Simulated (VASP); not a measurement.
**TaN: relaxation of cell and atoms with PBE+U**

TaN:

```xyz
2
Lattice="2.9380 0.0000 0.0000 -1.4690 2.5444 0.0000 0.0000 0.0000 2.8830" Properties=species:S:1:pos:R:3 pbc="T T T"
Ta    0.0000    1.6963    1.4415
N     0.0000    0.0000    0.0000
```

```json
{
 "Program": "VASP 6.6.1",
 "Task": "relaxation of cell and atoms",
 "Functional": "PBE",
 "Potentials or basis": "VASP PAW PBE potentials, release 64 (Ta_sv_GW, N)",
 "Cutoff": "600 eV",
 "k mesh": "10 × 10 × 9",
 "Occupations": "fermi-dirac, width 0.05 eV",
 "Spin": "no spin polarisation",
 "Hubbard terms": "Ta d U = 8.0 eV",
 "Dipole correction": "no",
 "Second run": "valence_matched",
 "Further INCAR settings": "ALGO = Normal; EDIFF = 1e-07; IBRION = 2; EDIFFG = -0.01; NSW = 60; ISIF = 3"
}
```

The relaxed volume is 11.80 Å³/atom and the relaxed cell is a = 3.026 Å, b = 3.026 Å, c = 2.974 Å, α = 90.00°, β = 90.00°, γ = 120.00°. The space group after relaxing (to 0.05 Å) is P-6m2 (No. 187) and the energy gained by relaxing is 96.5 meV/atom. The ionic steps are 10. The pressure after relaxing is 0.0 GPa and the band gap on the k mesh is zero (band 9 reaches 12.85 eV, above the bottom of band 10 at 12.52 eV).

Step by step:
```tsv
step	energy change (eV)	largest force (eV/Å)	pressure (GPa)	volume (Å³)
1	0.0000	0.0000	32.73	21.55
2	0.6651	0.0000	-40.60	29.17
3	-0.1918	0.0000	-2.04	23.75
4	-0.1929	0.0000	-0.20	23.60
5	-0.1928	0.0000	0.35	23.56
6	-0.1929	0.0000	0.27	23.57
7	-0.1930	0.0000	0.31	23.57
8	-0.1930	0.0000	0.31	23.57
9	-0.1930	0.0000	-0.48	23.63
10	-0.1930	0.0000	-0.01	23.59
```

Final structure:
```
Ta N
1.0
     3.02625    0.00000    0.00000
    -1.51312    2.62081    0.00000
     0.00000    0.00000    2.97439
Ta N
1 1
Direct
  0.33333 0.66667 0.50000
  0.00000 0.00000 0.00000
```

Levels at points of the mesh, in eV from the Fermi level:
```
           k point  band 7  band 8  band 9  band 10  band 11  band 12
(0.00, 0.00, 0.00)   -4.73   -4.46   -3.77     0.34     2.83     2.83
(0.50, 0.00, 0.00)   -5.19   -3.90   -3.59     3.17     3.31     4.66
```

Eigenvalues of the final occupation matrices:
```
    site  spin  trace               eigenvalues
site 1 d     1   0.98  0.13 0.13 0.22 0.22 0.28
site 1 d     2   0.98  0.13 0.13 0.22 0.22 0.28
```

It took 96 s on 1 thread of Intel(R) Xeon(R) Platinum 8559C (Emerald Rapids) (shared host), peak memory 0.17 GiB.

Caveat: spin-orbit coupling is left out, which moves the levels of the heavy elements; U without spin polarisation on a metal has little footing. PBE usually gives volumes a little too large and moduli too small.
